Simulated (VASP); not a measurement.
# Ga2ReSb3 (P6/mmm) in VASP: single point with PBE

Aim: the single point of Ga2ReSb3 with PBE.

Everything below comes from runs of VASP 6.6.1. Logs are shortened: lines on timing, memory, paths and dates and some standing lists are left out, and cuts for length are marked.

**1. The cell of the first run**

Symmetry: P6/mmm, No. 191, hexagonal system. Conventional cell: a = 5.914 Å, b = 5.914 Å, c = 4.886 Å, α = 90.00°, β = 90.00°, γ = 120.00°. Within 3.9 Å of Ga (site symmetry -6m2) lie 6 Sb at 2.98 Å and 3 Ga at 3.41 Å and 3 Re at 3.41 Å. Within 4.5 Å of Re (site symmetry 6/mmm) lie 6 Ga at 3.41 Å and 12 Sb at 3.84 Å. Within 3.9 Å of Sb (site symmetry mmm) lie 4 Sb at 2.96 Å and 4 Ga at 2.98 Å and 4 Re at 3.84 Å.

The cell was built from a structure type or drawn by symmetry, and may not be a known phase.

**2. Single point, PBE**

Input file INCAR:

```
PREC = Accurate
ENCUT = 520
EDIFF = 1E-6
ISMEAR = 0
SIGMA = 0.1
LREAL = False
LASPH = True
NELM = 80
ALGO = Normal
ISIF = 2
LWAVE = False
LCHARG = True
GGA = PE
LELF = True
LVHAR = True
NBANDS = 33
```

Input file KPOINTS:

```
Automatic mesh
0
Gamma
  3 3 4
```

Input file POSCAR:

```
Ga2ReSb3
1.0
    5.9138110900      0.0000000000      0.0000000000
   -2.9569055400      5.1215106300      0.0000000000
    0.0000000000      0.0000000000      4.8862081200
Ga Re Sb
2 1 3
Direct
    0.6666666700      0.3333333300      0.0000000000
    0.3333333300      0.6666666700      0.0000000000
    0.0000000000      0.0000000000      0.0000000000
    0.5000000000      0.5000000000      0.5000000000
    0.5000000000      0.0000000000      0.5000000000
    0.0000000000      0.5000000000      0.5000000000
```

Potentials or basis: VASP PAW PBE potentials, release 64 (Ga_d, Re, Sb).

Started as:

```
$ cat potpaw_PBE.64/Ga_d/POTCAR potpaw_PBE.64/Re/POTCAR potpaw_PBE.64/Sb/POTCAR > POTCAR
$ mpirun -np 1 vasp_std > vasp.out
```

OUTCAR:

```text
PREC = Accurate
   ENCUT = 520
   EDIFF = 1E-6
   ISMEAR = 0
   LREAL = False
   LASPH = True
   NELM = 80
   ISIF = 2
   GGA = PE

 ion  position               nearest neighbor table
   1  0.667  0.333  0.000-   5 2.98   5 2.98   6 2.98   6 2.98   4 2.98   4 2.98
   2  0.333  0.667  0.000-   5 2.98   5 2.98   6 2.98   6 2.98   4 2.98   4 2.98
   3  0.000  0.000  0.000-
   4  0.500  0.500  0.500-   5 2.96   5 2.96   6 2.96   6 2.96   1 2.98   2 2.98   1 2.98   2 2.98

   5  0.500  0.000  0.500-   4 2.96   4 2.96   6 2.96   6 2.96   1 2.98   2 2.98   1 2.98   2 2.98

   6  0.000  0.500  0.500-   5 2.96   5 2.96   4 2.96   4 2.96   1 2.98   2 2.98   1 2.98   2 2.98

  LATTYP: Found a hexagonal cell.
 ALAT       =     5.9138110900
 C/A-ratio  =     0.8262367610

  Lattice vectors:

 A1 = (   5.9138110900,   0.0000000000,   0.0000000000)
 A2 = (  -2.9569055400,   5.1215106300,   0.0000000000)
 A3 = (   0.0000000000,   0.0000000000,   4.8862081200)

Analysis of symmetry for initial positions (statically):
=====================================================================
 Subroutine PRICEL returns:
 Original cell was already a primitive cell.

 Routine SETGRP: Setting up the symmetry group for a
 hexagonal supercell.

 Subroutine GETGRP returns: Found 24 space group operations
 (whereof 24 operations were pure point group operations)
 out of a pool of 24 trial point group operations.

The static configuration has the point symmetry D_6h.

Analysis of symmetry for dynamics (positions and initial velocities):
=====================================================================
 Subroutine PRICEL returns:
 Original cell was already a primitive cell.

 Routine SETGRP: Setting up the symmetry group for a
 hexagonal supercell.

 Subroutine GETGRP returns: Found 24 space group operations
 (whereof 24 operations were pure point group operations)
 out of a pool of 24 trial point group operations.

The dynamic configuration has the point symmetry D_6h.

 Subroutine INISYM returns: Found 24 space group operations
 (whereof 24 operations are pure point group operations),
 and found     1 'primitive' translations

----------------------------------------------------------------------------------------

                                     Primitive cell

  volume of cell :     147.9917

  direct lattice vectors                    reciprocal lattice vectors
     5.913811090  0.000000000  0.000000000     0.169095696  0.097627445  0.000000000
    -2.956905540  5.121510630  0.000000000     0.000000000  0.195254891  0.000000000
     0.000000000  0.000000000  4.886208120     0.000000000  0.000000000  0.204657676

  length of vectors
     5.913811090  5.913811081  4.886208120     0.195254891  0.195254891  0.204657676

  position of ions in fractional coordinates (direct lattice)
     0.666666670  0.333333330  0.000000000
     0.333333330  0.666666670  0.000000000
     0.000000000  0.000000000  0.000000000
     0.500000000  0.500000000  0.500000000
     0.500000000  0.000000000  0.500000000
     0.000000000  0.500000000  0.500000000

  ion indices of the primitive-cell ions
   primitive index   ion index
                 1           1
                 2           2
                 3           3
                 4           4
                 5           5
                 6           6

----------------------------------------------------------------------------------------

 KPOINTS: Automatic mesh

Automatic generation of k-mesh.
 Grid dimensions read from file:
 generate k-points for:    3    3    4

 Generating k-lattice:

  Cartesian coordinates                     Fractional coordinates (reciprocal lattice)
     0.056365232  0.032542482  0.000000000     0.333333333  0.000000000  0.000000000
     0.000000000  0.065084964  0.000000000     0.000000000  0.333333333  0.000000000
     0.000000000  0.000000000  0.051164419     0.000000000  0.000000000  0.250000000

  Length of vectors
     0.065084964  0.065084964  0.051164419

  Shift w.r.t. Gamma in fractional coordinates (k-lattice)
     0.000000000  0.000000000  0.000000000

 Subroutine IBZKPT returns following result:
 ===========================================

 Found      9 irreducible k-points:

 Following reciprocal coordinates:
            Coordinates               Weight
  0.000000  0.000000  0.000000      1.000000
  0.333333  0.000000  0.000000      6.000000
  0.333333  0.333333  0.000000      2.000000
  0.000000  0.000000  0.250000      2.000000
  0.333333  0.000000  0.250000     12.000000
  0.333333  0.333333  0.250000      4.000000
  0.000000  0.000000  0.500000      1.000000
  0.333333  0.000000  0.500000      6.000000
  0.333333  0.333333  0.500000      2.000000
   k-points           NKPTS =      9   k-points in BZ     NKDIM =      9   number of bands    NBANDS=     33
   number of dos      NEDOS =    301   number of ions     NIONS =      6
   total plane-waves  NPLWV =  82944
   dimension x,y,z NGX =    48 NGY =   48 NGZ =   36
   dimension x,y,z NGXF=    96 NGYF=   96 NGZF=   72
   ions per type =               2   1   3
   NGX,Y,Z   is equivalent  to a cutoff of  13.49, 13.49, 12.25 a.u.
   NGXF,Y,Z  is equivalent  to a cutoff of  26.99, 26.99, 24.50 a.u.
 SYSTEM =  unknown system
   PREC   = accura    normal or accurate (medium, high low for compatibility)
   ISTART =      0    job   : 0-new  1-cont  2-samecut
   ICHARG =      2    charge: 1-file 2-atom 10-const
   ISPIN  =      1    spin polarized calculation?
   LNONCOLLINEAR =      F non collinear calculations
   LSORBIT =      F    spin-orbit coupling
   LASPH  =      T    aspherical Exc in radial PAW
   ENCUT  =  520.0 eV  38.22 Ry    6.18 a.u.  11.00 11.00  9.09*2*pi/ulx,y,z
   NELM   =     80;   NELMIN=  2; NELMDL= -5     # of ELM steps
   EDIFF  = 0.1E-05   stopping-criterion for ELM
   LREAL  =      F    real-space projection
   EDIFFG = 0.1E-04   stopping-criterion for IOM
   NSW    =      0    number of steps for IOM
   IBRION =     -1    ionic relax: 0-MD 1-quasi-New 2-CG
   NFREE  =      0    steps in history (QN), initial steepest desc. (CG)
   ISIF   =      2    stress and relaxation
   ISYM   =      2    0-nonsym 1-usesym 2-fastsym
   POTIM  = 0.5000    time-step for ionic-motion
   TEBEG  =    0.0;   TEEND  =   0.0 temperature during run
   PSTRESS=    0.0 pullay stress
   NELECT =      48.0000    total number of electrons
   NUPDOWN=      -1.0000    fix difference up-down
   EMIN   =  10.00;   EMAX   =-10.00  energy-range for DOS
   EFERMI =   0.00;   METHOD = LEGACY
   ISMEAR =     0;   SIGMA  =   0.10  broadening in eV -4-tet -1-fermi 0-gaus
   EFERMI_NEDOS =   21; number of points for ismear=-14 and -15
   IALGO  =     38    algorithm
   IMIX   =      4    mixing-type and parameters
     AMIX     =   0.40;   BMIX     =  1.00
     AMIX_MAG =   1.60;   BMIX_MAG =  1.00
  volume/ion in A,a.u.               =      24.67       166.45
  Fermi-wavevector in a.u.,A,eV,Ry     =   1.124802  2.125568 17.213813  1.265180
  Thomas-Fermi vector in A             =   2.261476
   LORBIT       =      0    0 simple, 1 ext, 2 COOP (PROOUT), +10 PAW based schemes
   GGA     = PE    functional components
   LHFCALC =     F    Hartree Fock is set to
   AEXX    =    0.0000 exact exchange contribution
   IVDW    =     0    specifies the selected vdW correction
   LEPSILON=     F    determine dielectric tensor
   LRPA    =     F    only Hartree local field effects (RPA)
 non-spin polarized calculation
 Gauss-broadening in eV      SIGMA  =   0.10
  energy-cutoff  :      520.00
  volume of cell :      147.99
 maximum number of plane-waves:      4002
 NGX is ok and might be reduce to    48
   NGX = 21   NGY = 21   NGZ = 19

 number of electron      48.0000024 magnetization

 Free energy of the ion-electron system (eV)
  ---------------------------------------------------
  ext. energy  EPLUGINS =         0.00000000
  ---------------------------------------------------
  free energy    TOTEN  =       -22.65882948 eV

  energy without entropy =      -22.60848646  energy(sigma->0) =      -22.63365797

 E-fermi :   6.6090     XC(G=0): -10.3238

 val. band max:        6.5981614639   @ k =   0.3333   0.0000   0.0000
 cond. band min:       6.6138535631   @ k =   0.3333   0.0000   0.0000
 fundamental gap:      0.0156920992
 Fermi energy:         6.6089674125

 k-point     1 :       0.0000    0.0000    0.0000
  band No.  band energies     occupation
      1      -8.4334      2.00000
      2      -8.3632      2.00000
      3      -8.3592      2.00000
      4      -8.3592      2.00000
      5      -8.3251      2.00000
      6      -8.3251      2.00000
[... 25 lines left out ...]
     32       9.4263      0.00000
     33      11.1854      0.00000

 k-point     2 :       0.3333    0.0000    0.0000
  band No.  band energies     occupation
      1      -8.4143      2.00000
      2      -8.3756      2.00000
      3      -8.3609      2.00000
      4      -8.3534      2.00000
      5      -8.3317      2.00000
      6      -8.3236      2.00000
[... 25 lines left out ...]
     32       9.3809      0.00000
     33      11.0151      0.00000

 k-point     3 :       0.3333    0.3333    0.0000
  band No.  band energies     occupation
      1      -8.3933      2.00000
      2      -8.3933      2.00000
      3      -8.3624      2.00000
      4      -8.3428      2.00000
      5      -8.3428      2.00000
      6      -8.3221      2.00000
[... 25 lines left out ...]
     32      10.0780      0.00000
     33      10.1744      0.00000

 k-point     4 :       0.0000    0.0000    0.2500
  band No.  band energies     occupation
      1      -8.4024      2.00000
      2      -8.3660      2.00000
      3      -8.3660      2.00000
      4      -8.3507      2.00000
      5      -8.3285      2.00000
      6      -8.3285      2.00000
[... 133 lines left out ...]
     32      11.1763      0.00000
     33      12.1762      0.00000

 k-point     8 :       0.3333    0.0000    0.5000
  band No.  band energies     occupation
      1      -8.3762      2.00000
      2      -8.3692      2.00000
      3      -8.3664      2.00000
      4      -8.3478      2.00000
      5      -8.3423      2.00000
      6      -8.3291      2.00000
[... 25 lines left out ...]
     32      10.8198      0.00000
     33      11.0458      0.00000

 k-point     9 :       0.3333    0.3333    0.5000
  band No.  band energies     occupation
      1      -8.3798      2.00000
      2      -8.3577      2.00000
      3      -8.3577      2.00000
      4      -8.3570      2.00000
      5      -8.3570      2.00000
      6      -8.3268      2.00000
[... 25 lines left out ...]
     32      10.2890      0.00000
     33      10.7695      0.00000

------------------------ aborting loop because EDIFF is reached ----------------------------------------

  FORCE on cell =-STRESS in cart. coord.  units (eV):
  Direction    XX          YY          ZZ          XY          YZ          ZX
  --------------------------------------------------------------------------------------
  -------------------------------------------------------------------------------------
  Total       -2.3744736     -2.3744736      6.2505535     -0.0000000      0.0000000      0.0000000
  in kB      -25.7063516    -25.7063515     67.6692822     -0.0000000      0.0000000      0.0000000
  external PRESSURE =       5.4188597 kB  Pullay stress =       0.0000000 kB

 VOLUME and BASIS-vectors are now :
 -----------------------------------------------------------------------------
  energy-cutoff  :      520.00
  volume of cell :      147.99
      direct lattice vectors                 reciprocal lattice vectors
     5.913811090  0.000000000  0.000000000     0.169095696  0.097627445  0.000000000
    -2.956905540  5.121510630  0.000000000     0.000000000  0.195254891  0.000000000
     0.000000000  0.000000000  4.886208120     0.000000000  0.000000000  0.204657676

 POSITION                                       TOTAL-FORCE (eV/Angst)
 -----------------------------------------------------------------------------------
      2.95691      1.70717      0.00000         0.000000     -0.000000      0.000000
     -0.00000      3.41434      0.00000        -0.000000      0.000000      0.000000
      0.00000      0.00000      0.00000        -0.000000      0.000000      0.000000
      1.47845      2.56076      2.44310        -0.000000      0.000000      0.000000
      2.95691      0.00000      2.44310        -0.000000      0.000000      0.000000
     -1.47845      2.56076      2.44310        -0.000000      0.000000      0.000000
 -----------------------------------------------------------------------------------
    total drift:                               -0.000000      0.000000     -0.000000

  FREE ENERGIE OF THE ION-ELECTRON SYSTEM (eV)
  ---------------------------------------------------
  free  energy   TOTEN  =       -22.6588294809 eV

  energy  without entropy=      -22.6084864598  energy(sigma->0) =      -22.63365797
```

It took 92 s on 1 thread of Intel Xeon 8259CL, shared host; peak memory 0.29 GiB.

What came out:

* Free energy: -22.6588 eV
* Pressure: 0.5 GPa
* Band gap on the k mesh: zero (bands 24 and 25 overlap by 0.63 eV)

Caveat: the k points lie up to 0.41 Å⁻¹ apart, too coarse for converged energies and pressures of a metal; spin-orbit coupling is left out, which moves the levels of the heavy elements.
